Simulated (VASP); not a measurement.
A run of VASP 6.6.1 is set up as follows.

The input INCAR:

```
PREC = Accurate ; ENCUT = 600
EDIFF = 1E-6 ; ISMEAR = -1
SIGMA = 0.1 ; LREAL = False
LASPH = True ; NELM = 200
ALGO = Normal ; ISIF = 2
LWAVE = False ; LCHARG = False
ISPIN = 2 ; MAGMOM = 0 4 0 0 0
LORBIT = 11 ; LMAXMIX = 4
LDAU = True ; LDAUTYPE = 2
LDAUL = -1 2 -1 ; LDAUU = 0 3 0
LDAUJ = 0 0 0 ; LDAUPRINT = 1
GGA = CA ; NBANDS = 32
GGA_COMPAT = False
```

The input KPOINTS:

```
regular mesh
0
Gamma
  5 5 5
```

File POSCAR:

```
BaMnO3
1.0
    4.0333100000      0.0000000000      0.0000000000
    0.0000000000      4.0333100000      0.0000000000
    0.0000000000      0.0000000000      4.0333100000
Ba Mn O
1 1 3
Direct
    0.5000000000      0.5000000000      0.5000000000
    0.0000000000      0.0000000000      0.0000000000
    0.5000000000      0.0000000000      0.0000000000
    0.0000000000      0.0000000000      0.5000000000
    0.0000000000      0.5000000000      0.0000000000
```

Potentials or basis: VASP PAW LDA potentials, release 64 (Ba_sv, Mn_pv, O).

Run with:

```console
$ cat potpaw_LDA.64/Ba_sv/POTCAR potpaw_LDA.64/Mn_pv/POTCAR potpaw_LDA.64/O/POTCAR > POTCAR
$ mpirun -np 1 vasp_std > vasp.out
```

Task: What does it give for the site moments?

Result: Ba +0.01; Mn +3.41; O -0.10 μB.

Task: Estimate the net moment.

Result: 3.17 μB per cell.

Eigenvalues of the final occupation matrices:
| site | spin | trace | eigenvalues |
| --- | --- | --- | --- |
| site 2 d | 1 | 4.11 | 0.63 0.63 0.95 0.95 0.95 |
| site 2 d | 2 | 0.72 | 0.09 0.09 0.09 0.22 0.22 |

Caveat: the cell stands under tension; spin-orbit coupling is left out, which moves the levels of the heavy elements; a cell with one magnetic atom can't hold antiferromagnetic order, which such compounds often take. The state reached can hang on the start; a lower one may exist.
